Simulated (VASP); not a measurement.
Write the native input for VASP 6.6.1 that does the following.

| Quantity | Value |
| --- | --- |
| Task | single point |
| Functional | LDA |
| Potentials or basis | VASP PAW LDA potentials, release 64 (Ti_sv, H) |
| Cutoff | 520 eV |
| k mesh | 22 × 22 × 22 |
| Occupations | gaussian, width 0.15 eV |
| Spin | no spin polarisation |
| Dipole correction | no |
| Further INCAR settings | ALGO = Normal; EDIFF = 1e-06; NBANDS = 14 |

The structure of TiH lies in POSCAR:

```
TiH
1.0
    0.0000000000      1.8618022971      2.6325884481
    1.8618022971      0.0000000000      2.6325884481
    1.8618022971      1.8618022971      0.0000000000
Ti H
1 1
Direct
    0.0000000000      0.0000000000      0.0000000000
    0.5000000000      0.5000000000      0.5000000000
```

This cell differs from its parent crystal: ratio of the length along z to the lengths across it x 1.414, volume and fractional coordinates fixed.

These files were run (other wordings do the same):

INCAR

```
  PREC = Accurate
  ENCUT = 520
  EDIFF = 1E-6
  ISMEAR = 0
  SIGMA = 0.15
  LREAL = False
  LASPH = True
  NELM = 60
  ALGO = Normal
  ISIF = 2
  LWAVE = False
  LCHARG = False
  GGA = CA
  NBANDS = 14
```

KPOINTS

```
regular mesh
0
Gamma
  22 22 22
```

Potentials or basis: VASP PAW LDA potentials, release 64 (Ti_sv, H).

The run is started by

```sh
$ cat potpaw_LDA.64/Ti_sv/POTCAR potpaw_LDA.64/H/POTCAR > POTCAR
$ mpirun -np 1 vasp_std > vasp.out
```

It gave:

```
Pressure               : 0.5 GPa
Band gap on the k mesh : zero (an odd number of electrons rules out a gap without spin polarisation)
```

Run time: 4.8 min on 1 thread of Intel Xeon 8259CL (shared host), peak memory 0.31 GiB.
